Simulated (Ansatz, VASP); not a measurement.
Pd in VASP and in Ansatz

```
Pd
1.0
     2.78367    0.00000    0.00000
    -1.39183    2.41072    0.00000
     0.00000    0.00000    4.62889
Pd
2
Direct
  0.66667 0.33333 0.75000
  0.33333 0.66667 0.25000
```

Alike in both runs: task single point; functional PBE; k mesh 14 × 14 × 7; occupations fermi-dirac, width 0.05 eV; collinear spin; Hubbard terms Pd d U = 3.0 eV.

|  | VASP | Ansatz |
| --- | --- | --- |
| version | VASP 6.6.1 | Ansatz 0.2.0 |
| potentials or method | VASP PAW PBE potentials, release 64 (Pd) | PAW with Ansatz's default frozen-core files, scalar-relativistic |
| plane-wave cutoff (eV) | 520 | 420 |
| valence electrons in the cell | 20 | 36 |

```csv
,VASP,Ansatz,Ansatz less VASP
pressure (GPa),-6.5,0.3,+6.84
"traceless stress, the component that is largest in VASP (GPa)",1.75,0.78,-0.962
net moment per atom (μB),0.00,0.28,+0.285
size of the moment on the site where the two differ most (μB),0.19,0.30,+0.110
```

The net moments are unlike, so the other rows may belong to different states. Site moments also hang on the region over which each program counts them. The programs project onto different local orbitals, so the same U acts differently, and such runs can settle in different states. VASP's potentials hold 20 valence electrons a cell and Ansatz's 36, so a difference there can come from the potentials and not from the codes. Ansatz's warnings: filled band counts differ across k points, negative dielectric reading, seeded moment not kept.
